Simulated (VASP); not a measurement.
# Li (P1) in VASP: further runs, part 2 of 2

VASP 6.6.1. The steps go on from the part before.

## (3) Single point, r2SCAN

POSCAR reads:

```
Li
1.0
    7.3128730000      0.0000000000      0.0000000000
    0.0000000000      7.3128730000      0.0000000000
    0.0000000000      0.0000000000      7.3128730000
Li
16
Direct
    0.0146180578      0.0207579155     -0.0325179994
    0.5204794340     -0.0433618907     -0.0417209488
   -0.0216604336      0.5053964427      0.0059484145
   -0.0199921426     -0.0054014339      0.5160488908
    0.2158659121      0.2560006170      0.2232638253
    0.5066408237      0.4809737568     -0.0243953368
    0.4874418030      0.0080679645      0.5074202711
    0.7423347842      0.2478916289      0.2403432960
   -0.0326957681      0.5075570162      0.5106474569
    0.2498334102      0.7526453693      0.2221288405
    0.2201597101      0.2183820230      0.7602484003
    0.5101825233      0.5239390866      0.5324036121
    0.7573357284      0.7998361246      0.2303882482
    0.7435654906      0.2536212512      0.7757963252
    0.3048870123      0.7390939238      0.7879939936
    0.7739639400      0.7389298296      0.7392169945
```

INCAR.step1 reads:

```
SYSTEM = Li
PREC = Accurate
ENCUT = 520
ISMEAR = -1
SIGMA = 0.1
LREAL = Auto
LASPH = .TRUE.
NELM = 100
NBANDS = 38
GGA = PE
ALGO = Normal
EDIFF = 1E-4
LWAVE = .TRUE.
LCHARG = .FALSE.
```

INCAR.step2 reads:

```
SYSTEM = Li
PREC = Accurate
ENCUT = 520
EDIFF = 1E-6
ISMEAR = -1
SIGMA = 0.1
LREAL = Auto
LASPH = .TRUE.
NELM = 100
ALGO = Normal
ISIF = 2
LWAVE = .FALSE.
LCHARG = .FALSE.
METAGGA = R2SCAN
LMIXTAU = .TRUE.
NBANDS = 38
ISTART = 1
```

KPOINTS reads:

```
regular mesh
0
G
  2 2 2
  0 0 0
```

Potentials or basis: VASP PAW PBE potentials, release 64 (Li_sv).

The run is started by

```console
$ cat potpaw_PBE.64/Li_sv/POTCAR > POTCAR
$ cp INCAR.step1 INCAR
$ mpirun -np 1 vasp_std > vasp.out
$ cp INCAR.step2 INCAR
$ mpirun -np 1 vasp_std > vasp.out
```

OUTCAR:

```text
SYSTEM = Li
   PREC = Accurate
   ENCUT = 520
   EDIFF = 1E-6
   ISMEAR = -1
   LREAL = Auto
   LASPH = .TRUE.
   NELM = 100
   ISIF = 2
   METAGGA = R2SCAN
   ISTART = 1

 ion  position               nearest neighbor table
   1  0.015  0.021  0.967-  11 2.58
   2  0.520  0.957  0.958-  15 2.56
   3  0.978  0.505  0.006-
   4  0.980  0.995  0.516-
[... 531 lines left out ...]
  -------------------------------------------------------------------------------------
  Total       -3.3905904     -3.1437293     -2.5184975      0.1799993      0.2179535      0.0272732
  in kB      -13.8906259    -12.8792814    -10.3178214      0.7374240      0.8929154      0.1117334
  external PRESSURE =     -12.3625762 kB  Pullay stress =       0.0000000 kB

 VOLUME and BASIS-vectors are now :
 -----------------------------------------------------------------------------
  energy-cutoff  :      520.00
  volume of cell :      391.08
      direct lattice vectors                 reciprocal lattice vectors
     7.312873000  0.000000000  0.000000000     0.136745162  0.000000000  0.000000000
     0.000000000  7.312873000  0.000000000     0.000000000  0.136745162  0.000000000
     0.000000000  0.000000000  7.312873000     0.000000000  0.000000000  0.136745162

 POSITION                                       TOTAL-FORCE (eV/Angst)
 -----------------------------------------------------------------------------------
      0.10690      0.15180      7.07507        -0.265800     -0.393500      0.211248
      3.80620      6.99577      7.00777         0.067042      0.426731      0.196153
      7.15447      3.69590      0.04350         0.035946      0.110291     -0.128381
      7.16667      7.27337      3.77380         0.115662      0.016112     -0.053172
      1.57860      1.87210      1.63270         0.216454     -0.084182      0.116568
      3.70500      3.51730      7.13447         0.031280      0.005266      0.233811
[... 8 lines left out ...]
      2.22960      5.40490      5.76250        -0.627608      0.007735     -0.315224
      5.65990      5.40370      5.40580        -0.145865      0.176765      0.230241
 -----------------------------------------------------------------------------------
    total drift:                                0.092622      0.065101      0.027603

  FREE ENERGIE OF THE ION-ELECTRON SYSTEM (eV)
  ---------------------------------------------------
  free  energy   TOTEN  =       -36.9597916852 eV

  energy  without entropy=      -36.6389492147  energy(sigma->0) =      -36.79937045
```

OUTCAR.step1:

```text
SYSTEM = Li
   PREC = Accurate
   ENCUT = 520
   ISMEAR = -1
   LREAL = Auto
   LASPH = .TRUE.
   NELM = 100
[... 560 lines left out ...]
      3.70500      3.51730      7.13447         0.023152      0.030038      0.208850
[... 8 lines left out ...]
      2.22960      5.40490      5.76250        -0.635429     -0.029480     -0.266505
      5.65990      5.40370      5.40580        -0.143999      0.162878      0.216998
 -----------------------------------------------------------------------------------
    total drift:                                0.008792      0.002093     -0.000433

  FREE ENERGIE OF THE ION-ELECTRON SYSTEM (eV)
  ---------------------------------------------------
  free  energy   TOTEN  =       -29.2666627766 eV

  energy  without entropy=      -28.9153484619  energy(sigma->0) =      -29.09100562
```

OSZICAR.step1:

```text
N       E                     dE             d eps       ncg     rms          rms(c)
DAV:   1     0.258345467982E+03    0.25835E+03   -0.20952E+04   624   0.121E+03
DAV:   2     0.427792380328E+02   -0.21557E+03   -0.20202E+03   616   0.324E+02
DAV:   3    -0.123253977747E+02   -0.55105E+02   -0.53379E+02  1094   0.804E+01
DAV:   4    -0.261979815542E+02   -0.13873E+02   -0.13650E+02  1032   0.662E+01
DAV:   5    -0.296876722335E+02   -0.34897E+01   -0.34860E+01  1120   0.204E+01    0.226E+00
DAV:   6    -0.292854629331E+02    0.40221E+00   -0.12896E+00   820   0.592E+00    0.903E-01
DAV:   7    -0.292683488380E+02    0.17114E-01   -0.22221E-01  1016   0.165E+00    0.318E-01
DAV:   8    -0.292670391533E+02    0.13097E-02   -0.24957E-02   968   0.520E-01    0.143E-01
DAV:   9    -0.292666409401E+02    0.39821E-03   -0.26086E-03   936   0.174E-01    0.567E-02
DAV:  10    -0.292666627766E+02   -0.21836E-04   -0.39233E-04   688   0.697E-02
   1 F= -.29266663E+02 E0= -.29091006E+02  d E =-.351314E+00
```

It took 7.1 min on 1 thread of Intel Xeon 6975P-C (Granite Rapids), shared host; peak memory 0.42 GiB.

What came out:

```
Free energy            : -36.9598 eV
Largest force          : 0.702 eV/Å
Band gap on the k mesh : zero (bands 24 and 25 overlap by 0.83 eV)
```

Forces in eV/Å, atoms in the order of the input:
```
Li  -0.266 -0.394  0.211
Li   0.067  0.427  0.196
Li   0.036  0.110 -0.128
Li   0.116  0.016 -0.053
Li   0.216 -0.084  0.117
Li   0.031  0.005  0.234
Li   0.066  0.002  0.040
Li   0.011 -0.075  0.023
Li   0.250 -0.101 -0.125
Li  -0.025  0.096  0.142
Li   0.325  0.404 -0.168
Li  -0.032 -0.174 -0.246
Li  -0.043 -0.277  0.021
Li   0.021 -0.140 -0.177
Li  -0.628  0.008 -0.315
Li  -0.146  0.177  0.230
```

Caveat: the k points lie up to 0.43 Å⁻¹ apart, too coarse for converged energies and pressures of a metal; the cutoff is under 1.25 times the usual one of these potentials, so pressure, stress and relaxed cells hold a basis-set (Pulay) error; the PAW data sets were made with another functional, which shifts forces and pressure a little.
